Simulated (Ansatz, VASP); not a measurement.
Bi2Te3: VASP beside Ansatz

Contents of INCAR:

```
ALGO     = Normal         # electronic algorithm
EDIFF    = 1E-7           # SCF threshold, eV
ENCUT    = 520            # plane-wave cutoff, eV
GGA      = PE             # functional
ISIF     = 2              # what is computed and relaxed
ISMEAR   = 0              # smearing method
IVDW     = 13             # dispersion correction
LASPH    = True           # aspherical terms in the spheres
LCHARG   = False          # write CHGCAR
LREAL    = False          # projectors in reciprocal space
LWAVE    = False          # write WAVECAR
NBANDS   = 32             # bands
NELM     = 100            # most SCF steps
PREC     = Accurate       # precision mode
SIGMA    = 0.01           # smearing width, eV
```

The input KPOINTS:

```
k-points
0
Gamma
  6 6 6
```

File POSCAR:

```
Bi2Te3
1.0
    2.1482323364      1.2402823802      9.9581461790
   -2.1482323364      1.2402823802      9.9581461790
    0.0000000000     -2.4805647605      9.9581461790
Bi Te
2 3
Direct
    0.4000000000      0.4000000000      0.4000000000
    0.6000000000      0.6000000000      0.6000000000
    0.0000000000      0.0000000000      0.0000000000
    0.2095000000      0.2095000000      0.2095000000
    0.7905000000      0.7905000000      0.7905000000
```

Input for Ansatz:

```yaml
crystal:
  lattice:
    - [2.1482323364132263, 1.2402823802419252, 9.958146179028196]
    - [-2.1482323364132263, 1.2402823802419252, 9.958146179028196]
    - [0.0, -2.4805647604838503, 9.958146179028196]
  atoms:
    - { symbol: Bi, position: [0.4, 0.4, 0.4] }
    - { symbol: Bi, position: [0.6, 0.6, 0.6] }
    - { symbol: Te, position: [0.0, 0.0, 0.0] }
    - { symbol: Te, position: [0.2095, 0.2095, 0.2095] }
    - { symbol: Te, position: [0.7905, 0.7905, 0.7905] }
basis:
  ecutwfc: 500.0
kpoints:
  mp_grid:
    grid: [6, 6, 6]
hamiltonian:
  xc: pbe
  dispersion: d4
scf:
  occupations:
    method: fixed
output:
  stress: true
```

Alike in both runs: task single point; functional PBE; dispersion D4; k mesh 6 × 6 × 6; no spin polarisation.

```csv
,VASP,Ansatz
version,VASP 6.6.1,Ansatz 0.2.0
potentials or method,"VASP PAW PBE potentials, release 64 (Bi_d, Te), cutoff 520 eV","plane waves, PAW"
occupations,"gaussian, width 0.01 eV",fixed
valence electrons in the cell,48,78
```

|  | VASP | Ansatz | Ansatz less VASP |
| --- | --- | --- | --- |
| pressure (GPa) | 3.3 | 3.3 | 0.00 |

VASP's potentials hold 48 valence electrons a cell and Ansatz's 78, so a difference there can come from the potentials and not from the codes.

Neither program's run includes spin-orbit coupling.
